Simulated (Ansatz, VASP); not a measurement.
## One calculation of SiMo3, two programs

```xyz
8
Lattice="4.9010 0.0000 0.0000 0.0000 4.9010 0.0000 0.0000 0.0000 4.9010" Properties=species:S:1:pos:R:3 pbc="T T T"
Si    2.4505    2.4505    2.4505
Si    0.0000    0.0000    0.0000
Mo    0.0000    2.4505    3.6758
Mo    0.0000    2.4505    1.2253
Mo    2.4505    1.2253    0.0000
Mo    2.4505    3.6758    0.0000
Mo    1.2253    0.0000    2.4505
Mo    3.6758    0.0000    2.4505
```

Alike in both runs: functional PBE; k mesh 3 × 3 × 3; occupations gaussian, width 0.2 eV; no spin polarisation.

Ansatz relaxed the structure, and its values are those at the end. VASP's run is a single point on that final structure, the one shown.

|  | VASP | Ansatz |
| --- | --- | --- |
| version | VASP 6.6.1 | Ansatz 0.2.0 |
| potentials or method | VASP PAW PBE potentials, release 64 (Si, Mo_sv), cutoff 500 eV | scalar-relativistic, plane waves, PAW |
| valence electrons in the cell | 92 | 92 |

VASP gave:

- gap on the k mesh at the Fermi level (eV): none
- pressure (GPa): 0.4

What did Ansatz give for the same quantities?

gap on the k mesh at the Fermi level (eV): none; pressure (GPa): 0.0.

A gap of «none» marks a metal or a gap that the smearing closes.

The k mesh is coarse, so the values compare programs but aren't converged.
